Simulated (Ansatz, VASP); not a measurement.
# Two plane-wave programs on MoSe2

```
Mo Se
1.0
     3.24822    0.00000    0.00000
    -1.62411    2.81304    0.00000
     0.00000    0.00000   12.74137
Mo Se
2 4
Direct
  0.33333 0.66667 0.25000
  0.66667 0.33333 0.75000
  0.33333 0.66667 0.61992
  0.66667 0.33333 0.11992
  0.33333 0.66667 0.88008
  0.66667 0.33333 0.38008
```

Alike in both runs: functional LDA; k mesh 12 × 12 × 2; occupations gaussian, width 0.02 eV; no spin polarisation.

Ansatz relaxed the structure, and its values are those at the end. VASP's run is a single point on that final structure, the one shown.

```csv
,VASP,Ansatz
version,VASP 6.6.1,Ansatz 0.2.0
potentials or method,"VASP PAW LDA potentials, release 64 (Mo_sv, Se), cutoff 500 eV","scalar-relativistic, plane waves, PAW"
valence electrons in the cell,52,92
```

```tsv
	VASP	Ansatz	Ansatz less VASP
gap on the k mesh at the Fermi level (eV)	0.75	0.76	+0.008
least direct gap on the mesh (eV)	1.52	1.52	-0.002
pressure (GPa)	0.6	0.0	-0.58
rms of the force components (eV/Å)	0.036	0.000	-0.0359
```

LDA's correlation is that of Perdew and Zunger in VASP and of Perdew and Wang (1992) in Ansatz. VASP's potentials hold 52 valence electrons a cell and Ansatz's 92, so a difference there can come from the potentials and not from the codes.
